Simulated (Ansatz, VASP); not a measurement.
# RbCaH3: VASP beside Ansatz

```xyz
5
Lattice="4.5470 0.0000 0.0000 0.0000 4.5470 0.0000 0.0000 0.0000 4.5470" Properties=species:S:1:pos:R:3 pbc="T T T"
Rb    0.0505    0.0505    0.0505
Ca    2.2735    2.2735    2.2735
H     0.0000    2.2735    2.2735
H     2.2735    0.0000    2.2735
H     2.2735    2.2735    0.0000
```

Change from the starting cell: all Rb atoms moved +0.087 Å, as atom 1 along Cartesian [1 1 1].

Alike in both runs: task single point; functional LDA; k mesh 6 × 6 × 6; occupations gaussian, width 0.05 eV; no spin polarisation.

|  | VASP | Ansatz |
| --- | --- | --- |
| version | VASP 6.6.1 | Ansatz 0.2.0 |
| potentials or method | VASP PAW LDA potentials, release 64 (Rb_sv, Ca_sv, H), cutoff 520 eV | scalar-relativistic, plane waves, PAW |
| valence electrons in the cell | 22 | 22 |

|  | VASP | Ansatz | Ansatz less VASP |
| --- | --- | --- | --- |
| gap on the k mesh at the Fermi level (eV) | 2.93 | 2.93 | +0.009 |
| least direct gap on the mesh (eV) | 2.93 | 2.93 | +0.009 |
| pressure (GPa) | -2.4 | -2.4 | -0.02 |
| rms of the force components (eV/Å) | 0.028 | 0.027 | -0.0002 |

LDA's correlation is that of Perdew and Zunger in VASP and of Perdew and Wang (1992) in Ansatz. Atom by atom the forces differ by 0.000 eV/Å (rms over components).
